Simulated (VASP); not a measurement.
# HC12 (a cell with a defect) in VASP: notebook, part 2 of 3

VASP 6.6.1.

## Step 4: Single point, LDA

Contents of INCAR:

```
SYSTEM = HC12
PREC = Accurate
ENCUT = 520
EDIFF = 1E-6
ISMEAR = 0
SIGMA = 0.05
LREAL = .False.
LASPH = .True.
NELM = 100
ALGO = Normal
ISIF = 2
LWAVE = .False.
LCHARG = .False.
NBANDS = 36
NELECT = 48.0
```

Contents of KPOINTS:

```
Automatic mesh
0
Gamma
  6 6 6
  0 0 0
```

Contents of POSCAR:

```
HC12
1.0
    1.7657489870     -3.5314979740     -1.7657489870
    3.5314979740     -1.7657489870      1.7657489870
   -1.7657489870     -3.5314979740      1.7657489870
C H
12 1
Direct
    0.2500000000      1.0000000000      0.2500000000
    0.0833333333      0.3333333333      0.7500000000
    0.9166666667      0.6666666667      0.2500000000
    0.7500000000      1.0000000000      0.7500000000
    0.5833333333      0.3333333333      0.2500000000
    0.4166666667      0.6666666667      0.7500000000
    0.9583333333      0.3333333333      0.1250000000
    0.7916666667      0.6666666667      0.6250000000
    0.6250000000      1.0000000000      0.1250000000
    0.4583333333      0.3333333333      0.6250000000
    0.2916666667      0.6666666667      0.1250000000
    0.1250000000      1.0000000000      0.6250000000
    1.2361111111      0.3611111111      0.3750000000
```

Potentials or basis: VASP PAW LDA potentials, release 64 (C, H).

Started as:

```sh
cat potpaw_LDA.64/C/POTCAR potpaw_LDA.64/H/POTCAR > POTCAR
mpirun -np 1 vasp_std > vasp.out
```

OUTCAR:

```text
SYSTEM = HC12
   PREC = Accurate
   ENCUT = 520
   EDIFF = 1E-6
   ISMEAR = 0
   LREAL = .False.
   LASPH = .True.
   NELM = 100
   ISIF = 2
   NELECT = 48.0

 ion  position               nearest neighbor table
   1  0.250  0.000  0.250-  11 1.53   9 1.53   7 1.53  12 1.53
   2  0.083  0.333  0.750-  12 1.53   8 1.53  10 1.53   7 1.53
   3  0.917  0.667  0.250-   8 1.53   9 1.53  11 1.53   7 1.53
   4  0.750  0.000  0.750-   8 1.53   9 1.53  10 1.53  12 1.53
   5  0.583  0.333  0.250-  13 1.36   9 1.53  10 1.53  11 1.53   7 1.53
   6  0.417  0.667  0.750-   8 1.53  11 1.53  12 1.53  10 1.53
   7  0.958  0.333  0.125-   1 1.53   2 1.53   5 1.53   3 1.53
   8  0.792  0.667  0.625-   4 1.53   3 1.53   2 1.53   6 1.53
   9  0.625  0.000  0.125-   5 1.53   3 1.53   4 1.53   1 1.53
  10  0.458  0.333  0.625-   2 1.53   4 1.53   5 1.53   6 1.53
  11  0.292  0.667  0.125-   1 1.53   3 1.53   5 1.53   6 1.53
  12  0.125  0.000  0.625-   2 1.53   1 1.53   4 1.53   6 1.53
  13  0.236  0.361  0.375-   5 1.36

  LATTYP: Found a base centered monoclinic cell.
 ALAT       =     4.3251840320
 B/A-ratio  =     1.7320508076
 C/A-ratio  =     1.0000000000
 COS(beta)  =    -0.3333333333

  Lattice vectors:

 A1 = (   1.7657489870,   1.7657489870,   3.5314979740)
 A2 = (  -3.5314979740,   1.7657489870,  -1.7657489870)
 A3 = (  -1.7657489870,  -3.5314979740,   1.7657489870)

Analysis of symmetry for initial positions (statically):
=====================================================================
 Subroutine PRICEL returns:
 Original cell was already a primitive cell.

 Routine SETGRP: Setting up the symmetry group for a
 base centered monoclinic supercell.

 Subroutine GETGRP returns: Found  1 space group operations
 (whereof  1 operations were pure point group operations)
 out of a pool of  4 trial point group operations.

The static configuration has the point symmetry C_1 .

[... 159 lines left out ...]
   GGA     = CA    functional components
   LHFCALC =     F    Hartree Fock is set to
   AEXX    =    0.0000 exact exchange contribution
   IVDW    =     0    specifies the selected vdW correction
   LEPSILON=     F    determine dielectric tensor
   LRPA    =     F    only Hartree local field effects (RPA)
 non-spin polarized calculation
 Gauss-broadening in eV      SIGMA  =   0.05
  energy-cutoff  :      520.00
  volume of cell :       66.06
 maximum number of plane-waves:      1807
   NGX = 17   NGY = 17   NGZ = 17

 number of electron      47.9999999 magnetization

 Free energy of the ion-electron system (eV)
  ---------------------------------------------------
  ext. energy  EPLUGINS =         0.00000000
  ---------------------------------------------------
  free energy    TOTEN  =      -131.45865245 eV

  energy without entropy =     -131.45865245  energy(sigma->0) =     -131.45865245

 E-fermi :  10.6263     XC(G=0): -13.6726

 val. band max:       10.3725764181   @ k =   0.0000   0.0000   0.0000
 cond. band min:      11.6307750818   @ k =  -0.3333   0.3333   0.5000
 fundamental gap:      1.2581986637
 Fermi energy:        10.6263478558

 k-point     1 :       0.0000    0.0000    0.0000
  band No.  band energies     occupation
      1     -11.7965      2.00000
      2      -5.5207      2.00000
      3      -4.6495      2.00000
      4      -3.9160      2.00000
      5      -3.7792      2.00000
      6      -3.4388      2.00000
[... 925 lines left out ...]
     35      19.8403      0.00000
     36      20.4495      0.00000

 [... further k-points ...]
[... 5 lines left out ...]
  --------------------------------------------------------------------------------------
  -------------------------------------------------------------------------------------
  Total       -8.4793006     -8.3619816     -8.1923137      0.1430080      0.0945283     -0.0826479
  in kB     -205.6375736   -202.7923869   -198.6776489      3.4681883      2.2924744     -2.0043528
  external PRESSURE =    -202.3692031 kB  Pullay stress =       0.0000000 kB

 VOLUME and BASIS-vectors are now :
 -----------------------------------------------------------------------------
  energy-cutoff  :      520.00
  volume of cell :       66.06
      direct lattice vectors                 reciprocal lattice vectors
     1.765748987 -3.531497974 -1.765748987     0.047194326 -0.141582978 -0.235971630
     3.531497974 -1.765748987  1.765748987     0.188777304  0.000000000  0.188777304
    -1.765748987 -3.531497974  1.765748987    -0.141582978 -0.141582978  0.141582978

 POSITION                                       TOTAL-FORCE (eV/Angst)
 -----------------------------------------------------------------------------------
      0.00000     -1.76575      0.00000        -0.740752      0.405576     -0.255854
     -0.00000     -3.53150      1.76575        -0.827117     -0.168763      0.579445
      3.53150     -5.29725     -0.00000         0.186177      0.802727      0.724463
      0.00000     -5.29725      0.00000         0.121082      0.096373     -0.165647
      1.76575     -3.53150      0.00000         0.422853     -0.511940     -0.951234
      1.76575     -5.29725      1.76575         0.054619      0.231392     -0.182923
      2.64862     -4.41437     -0.88287         0.196851      0.311699     -0.207250
      2.64862     -6.18012      0.88287        -0.234909     -0.030131      0.962708
      0.88287     -2.64862     -0.88287         0.038972      0.476527     -0.934952
      0.88287     -4.41437      0.88287        -0.336842     -1.389077      0.211695
      2.64862     -2.64862      0.88287         1.321199      0.425020     -0.042830
     -0.88287     -2.64862      0.88287        -0.677944     -0.016450      0.143537
      1.03002     -2.79577      0.88287         0.475811     -0.632954      0.118841
 -----------------------------------------------------------------------------------
    total drift:                               -0.000282     -0.000088      0.000205

  FREE ENERGIE OF THE ION-ELECTRON SYSTEM (eV)
  ---------------------------------------------------
  free  energy   TOTEN  =      -131.4586524507 eV

  energy  without entropy=     -131.4586524507  energy(sigma->0) =     -131.45865245
```

OSZICAR:

```text
N       E                     dE             d eps       ncg     rms          rms(c)
DAV:   1     0.990858678505E+02    0.99086E+02   -0.25506E+04  8064   0.131E+03
DAV:   2    -0.127207747412E+03   -0.22629E+03   -0.21318E+03 10408   0.256E+02
DAV:   3    -0.135868805688E+03   -0.86611E+01   -0.85932E+01 10656   0.460E+01
DAV:   4    -0.135964717333E+03   -0.95912E-01   -0.95678E-01 10536   0.537E+00
DAV:   5    -0.135966690272E+03   -0.19729E-02   -0.19711E-02 10340   0.710E-01    0.143E+01
DAV:   6    -0.132666240998E+03    0.33004E+01   -0.22299E+00  9008   0.725E+00    0.823E+00
DAV:   7    -0.131463900260E+03    0.12023E+01   -0.27794E+00  9720   0.799E+00    0.192E+00
DAV:   8    -0.131458980015E+03    0.49202E-02   -0.10132E-01 10004   0.173E+00    0.477E-01
DAV:   9    -0.131458793485E+03    0.18653E-03   -0.60606E-03 10204   0.442E-01    0.920E-02
DAV:  10    -0.131458655758E+03    0.13773E-03   -0.80559E-04  9980   0.144E-01    0.277E-02
DAV:  11    -0.131458653053E+03    0.27050E-05   -0.30229E-05 10484   0.320E-02    0.145E-02
DAV:  12    -0.131458652451E+03    0.60217E-06   -0.46325E-06  9504   0.120E-02
   1 F= -.13145865E+03 E0= -.13145865E+03  d E =-.852492E-15
```

It took 1.7 min on 1 thread of Intel Xeon 6975P-C (Granite Rapids), shared host; peak memory 0.27 GiB.

Results:

| Item | Value |
| --- | --- |
| Free energy | -131.4587 eV |
| Largest force | 1.445 eV/Å |

Forces on the atoms (eV/Å):
```
C   -0.741  0.406 -0.256
C   -0.827 -0.169  0.579
C    0.186  0.803  0.724
C    0.121  0.096 -0.166
C    0.423 -0.512 -0.951
C    0.055  0.231 -0.183
C    0.197  0.312 -0.207
C   -0.235 -0.030  0.963
C    0.039  0.477 -0.935
C   -0.337 -1.389  0.212
C    1.321  0.425 -0.043
C   -0.678 -0.016  0.144
H    0.476 -0.633  0.119
```

Levels at points of the mesh, in eV from the Fermi level:
| k point | band 20 | band 21 | band 22 | band 23 | band 24 | band 25 | band 26 | band 27 | band 28 | band 29 |
| --- | --- | --- | --- | --- | --- | --- | --- | --- | --- | --- |
| (0.00, 0.00, 0.00) | -3.20 | -3.14 | -0.28 | -0.28 | -0.25 | 2.71 | 5.22 | 5.27 | 5.33 | 6.25 |
| (0.50, 0.00, 0.00) | -5.07 | -4.60 | -4.54 | -2.35 | -2.26 | 2.47 | 5.92 | 6.38 | 6.53 | 7.29 |
| (0.50, 0.50, 0.00) | -5.07 | -4.55 | -4.54 | -2.36 | -2.31 | 2.67 | 5.96 | 6.31 | 6.51 | 7.19 |
| (0.00, 0.50, 0.00) | -5.15 | -3.16 | -3.12 | -1.81 | -1.59 | 1.69 | 4.50 | 6.60 | 7.08 | 7.59 |
| (0.00, 0.00, 0.50) | -5.47 | -2.31 | -2.23 | -1.91 | -1.88 | 3.03 | 6.82 | 6.96 | 7.07 | 7.32 |
| (0.50, 0.00, 0.50) | -4.09 | -3.82 | -3.64 | -3.13 | -3.10 | 1.28 | 4.51 | 5.40 | 5.80 | 6.93 |
| (0.50, 0.50, 0.50) | -4.16 | -3.88 | -3.62 | -3.13 | -3.08 | 1.29 | 4.50 | 5.42 | 5.70 | 6.90 |
| (0.00, 0.50, 0.50) | -5.08 | -4.55 | -4.39 | -4.32 | -4.14 | 2.07 | 5.88 | 5.92 | 6.09 | 6.24 |

Caveat: the cell carries a net charge on a neutralising background, which shifts energy and pressure; the cell is charged against a uniform background, so pressure and absolute levels hang on convention.

## Step 5: Single point, LDA

Contents of INCAR:

```
SYSTEM = HC12
  PREC = Accurate
  ENCUT = 520
  EDIFF = 1E-6
  ISMEAR = 0
  SIGMA = 0.05
  LREAL = .FALSE.
  LASPH = .TRUE.
  NELM = 100
  ALGO = Normal
  ISIF = 2
  LWAVE = .FALSE.
  LCHARG = .FALSE.
  GGA = CA
  NELECT = 48.0
  NBANDS = 36
```

Contents of KPOINTS:

```
regular mesh
0
G
  6 6 6
  0 0 0
```

Edit POSCAR of step 4 so:

```diff
@@ -20,2 +20,2 @@
     0.1250000000      1.0000000000      0.6250000000
-    1.2361111111      0.3611111111      0.3750000000
+    1.3194444444      0.3611111111      0.4583333333
```

Potentials or basis: VASP PAW LDA potentials, release 64 (C, H).

Started as:

```sh
cat potpaw_LDA.64/C/POTCAR potpaw_LDA.64/H/POTCAR > POTCAR
mpirun -np 1 vasp_std > vasp.out
```

OUTCAR:

```text
SYSTEM = HC12
   PREC = Accurate
   ENCUT = 520
   EDIFF = 1E-6
   ISMEAR = 0
   LREAL = .FALSE.
   LASPH = .TRUE.
   NELM = 100
   ISIF = 2
   GGA = CA
   NELECT = 48.0

 ion  position               nearest neighbor table
   1  0.250  0.000  0.250-  11 1.53   9 1.53   7 1.53  12 1.53
   2  0.083  0.333  0.750-  13 1.36  12 1.53  10 1.53   7 1.53   8 1.53
   3  0.917  0.667  0.250-   8 1.53   9 1.53  11 1.53   7 1.53
   4  0.750  0.000  0.750-   8 1.53   9 1.53  10 1.53  12 1.53
   5  0.583  0.333  0.250-  13 1.16   9 1.53  10 1.53  11 1.53   7 1.53
   6  0.417  0.667  0.750-   8 1.53  11 1.53  12 1.53  10 1.53
   7  0.958  0.333  0.125-   1 1.53   2 1.53   5 1.53   3 1.53
   8  0.792  0.667  0.625-   4 1.53   3 1.53   2 1.53   6 1.53
   9  0.625  0.000  0.125-   5 1.53   3 1.53   4 1.53   1 1.53
  10  0.458  0.333  0.625-  13 1.04   4 1.53   5 1.53   2 1.53   6 1.53
  11  0.292  0.667  0.125-   1 1.53   3 1.53   5 1.53   6 1.53
  12  0.125  0.000  0.625-   2 1.53   1 1.53   4 1.53   6 1.53
  13  0.319  0.361  0.458-  10 1.04   5 1.16   2 1.36

  LATTYP: Found a base centered monoclinic cell.
 ALAT       =     4.3251840320
 B/A-ratio  =     1.7320508076
 C/A-ratio  =     1.0000000000
 COS(beta)  =    -0.3333333333

  Lattice vectors:

 A1 = (   1.7657489870,   1.7657489870,   3.5314979740)
 A2 = (  -3.5314979740,   1.7657489870,  -1.7657489870)
 A3 = (  -1.7657489870,  -3.5314979740,   1.7657489870)

Analysis of symmetry for initial positions (statically):
=====================================================================
 Subroutine PRICEL returns:
 Original cell was already a primitive cell.

 Routine SETGRP: Setting up the symmetry group for a
 base centered monoclinic supercell.

 Subroutine GETGRP returns: Found  1 space group operations
 (whereof  1 operations were pure point group operations)
 out of a pool of  4 trial point group operations.

The static configuration has the point symmetry C_1 .

[... 159 lines left out ...]
   GGA     = CA    functional components
   LHFCALC =     F    Hartree Fock is set to
   AEXX    =    0.0000 exact exchange contribution
   IVDW    =     0    specifies the selected vdW correction
   LEPSILON=     F    determine dielectric tensor
   LRPA    =     F    only Hartree local field effects (RPA)
 non-spin polarized calculation
 Gauss-broadening in eV      SIGMA  =   0.05
  energy-cutoff  :      520.00
  volume of cell :       66.06
 maximum number of plane-waves:      1807
   NGX = 17   NGY = 17   NGZ = 17

 number of electron      47.9999998 magnetization

 Free energy of the ion-electron system (eV)
  ---------------------------------------------------
  ext. energy  EPLUGINS =         0.00000000
  ---------------------------------------------------
  free energy    TOTEN  =      -131.33989536 eV

  energy without entropy =     -131.33989536  energy(sigma->0) =     -131.33989536

 E-fermi :  10.6046     XC(G=0): -13.6484

 val. band max:       10.3354663606   @ k =   0.0000   0.0000   0.0000
 cond. band min:      13.4136118938   @ k =   0.3333  -0.3333   0.3333
 fundamental gap:      3.0781455332
 Fermi energy:        10.6046269741

 k-point     1 :       0.0000    0.0000    0.0000
  band No.  band energies     occupation
      1     -12.2430      2.00000
      2      -6.9105      2.00000
      3      -5.4435      2.00000
      4      -3.7157      2.00000
      5      -3.6933      2.00000
      6      -3.3534      2.00000
[... 925 lines left out ...]
     35      19.8361      0.00000
     36      20.7577      0.00000

 [... further k-points ...]
[... 5 lines left out ...]
  --------------------------------------------------------------------------------------
  -------------------------------------------------------------------------------------
  Total       -6.7096083     -4.9785587     -6.5435278      1.0440456     -0.0875845     -3.0415444
  in kB     -162.7195022   -120.7385824   -158.6917657     25.3198965     -2.1240747    -73.7626654
  external PRESSURE =    -147.3832834 kB  Pullay stress =       0.0000000 kB

 VOLUME and BASIS-vectors are now :
 -----------------------------------------------------------------------------
  energy-cutoff  :      520.00
  volume of cell :       66.06
      direct lattice vectors                 reciprocal lattice vectors
     1.765748987 -3.531497974 -1.765748987     0.047194326 -0.141582978 -0.235971630
     3.531497974 -1.765748987  1.765748987     0.188777304  0.000000000  0.188777304
    -1.765748987 -3.531497974  1.765748987    -0.141582978 -0.141582978  0.141582978

 POSITION                                       TOTAL-FORCE (eV/Angst)
 -----------------------------------------------------------------------------------
      0.00000     -1.76575      0.00000        -0.110390      0.186784     -0.149448
     -0.00000     -3.53150      1.76575        -2.371537      0.921954      2.125408
      3.53150     -5.29725     -0.00000         0.182461      0.328103      0.131968
      0.00000     -5.29725      0.00000        -0.185616      0.099778     -0.302274
      1.76575     -3.53150      0.00000         3.383034      1.215185     -4.008453
      1.76575     -5.29725      1.76575         0.180698      0.027634      0.106023
      2.64862     -4.41437     -0.88287         0.078708     -0.960965      0.045865
      2.64862     -6.18012      0.88287         0.028608      0.323495      0.382137
      0.88287     -2.64862     -0.88287        -0.139712      0.398132     -0.330935
      0.88287     -4.41437      0.88287        -1.279933     -7.716668      0.659699
      2.64862     -2.64862      0.88287         0.695978      0.600193      0.158541
     -0.88287     -2.64862      0.88287        -0.143866      0.213252     -0.036576
      1.03002     -3.38435      0.88287        -0.318433      4.363124      1.218044
 -----------------------------------------------------------------------------------
    total drift:                                0.000018      0.000241      0.000019

  FREE ENERGIE OF THE ION-ELECTRON SYSTEM (eV)
  ---------------------------------------------------
  free  energy   TOTEN  =      -131.3398953591 eV

  energy  without entropy=     -131.3398953591  energy(sigma->0) =     -131.33989536
```

OSZICAR:

```text
N       E                     dE             d eps       ncg     rms          rms(c)
DAV:   1     0.102000096630E+03    0.10200E+03   -0.25560E+04  8064   0.131E+03
DAV:   2    -0.127022900771E+03   -0.22902E+03   -0.21626E+03 10464   0.258E+02
DAV:   3    -0.135755313611E+03   -0.87324E+01   -0.86709E+01 10712   0.462E+01
DAV:   4    -0.135849745490E+03   -0.94432E-01   -0.94198E-01 10496   0.537E+00
DAV:   5    -0.135851729563E+03   -0.19841E-02   -0.19823E-02 10320   0.712E-01    0.145E+01
DAV:   6    -0.132613723214E+03    0.32380E+01   -0.21725E+00  9372   0.692E+00    0.846E+00
DAV:   7    -0.131343649412E+03    0.12701E+01   -0.29520E+00  9648   0.806E+00    0.178E+00
DAV:   8    -0.131340389308E+03    0.32601E-02   -0.88736E-02 10088   0.156E+00    0.297E-01
DAV:   9    -0.131339977537E+03    0.41177E-03   -0.53260E-03 10028   0.421E-01    0.766E-02
DAV:  10    -0.131339897679E+03    0.79859E-04   -0.61891E-04  9948   0.127E-01    0.225E-02
DAV:  11    -0.131339895916E+03    0.17627E-05   -0.25298E-05 10252   0.322E-02    0.153E-02
DAV:  12    -0.131339895359E+03    0.55674E-06   -0.80602E-06  9952   0.148E-02
   1 F= -.13133990E+03 E0= -.13133990E+03  d E =-.339260E-16
```

stdout:

```text
POSCAR found type information on POSCAR C H
 POSCAR found :  2 types and      13 ions
 scaLAPACK will be used
 LDA part: xc-table for (Slater(with rela. corr.)+CA(PZ))
 , standard interpolation
 POSCAR, INCAR and KPOINTS ok, starting setup
 FFT: planning ... GRIDC
 FFT: planning ... GRID_SOFT
 FFT: planning ... GRID
 WAVECAR not read
 entering main loop
 the old and the new charge density differ
 old charge density:    49.00000 new   48.00000
    0.145E+01
```

Run time: 1.7 min. Hardware: 1 thread of Intel Xeon 6975P-C (Granite Rapids), shared host; peak memory 0.27 GiB.

What came out:

* Free energy: -131.3399 eV
* Largest force: 7.850 eV/Å

Forces in eV/Å, atoms in the order of the input:
```
C   -0.110  0.187 -0.149
C   -2.372  0.922  2.125
C    0.182  0.328  0.132
C   -0.186  0.100 -0.302
C    3.383  1.215 -4.008
C    0.181  0.028  0.106
C    0.079 -0.961  0.046
C    0.029  0.323  0.382
C   -0.140  0.398 -0.331
C   -1.280 -7.717  0.660
C    0.696  0.600  0.159
C   -0.144  0.213 -0.037
H   -0.318  4.363  1.218
```

Levels at points of the mesh, in eV from the Fermi level:
```tsv
k point	band 22	band 23	band 24	band 25	band 26	band 27
(0.00, 0.00, 0.00)	-0.51	-0.40	-0.27	3.36	5.13	5.24
(0.50, 0.00, 0.00)	-4.45	-2.67	-2.20	4.93	5.80	6.29
(0.50, 0.50, 0.00)	-4.44	-2.71	-2.22	5.25	5.85	6.19
(0.00, 0.50, 0.00)	-3.12	-2.24	-1.42	2.93	4.50	6.68
(0.00, 0.00, 0.50)	-2.17	-2.01	-1.98	5.21	6.55	6.97
(0.50, 0.00, 0.50)	-3.56	-3.11	-3.09	3.23	4.34	4.62
(0.50, 0.50, 0.50)	-3.57	-3.10	-3.08	3.09	4.36	4.62
(0.00, 0.50, 0.50)	-4.39	-4.25	-4.16	4.51	5.73	5.97
```

Caveat: the cell carries a net charge on a neutralising background, which shifts energy and pressure; the cell is charged against a uniform background, so pressure and absolute levels hang on convention.

(Continued in part 3 of 3.)
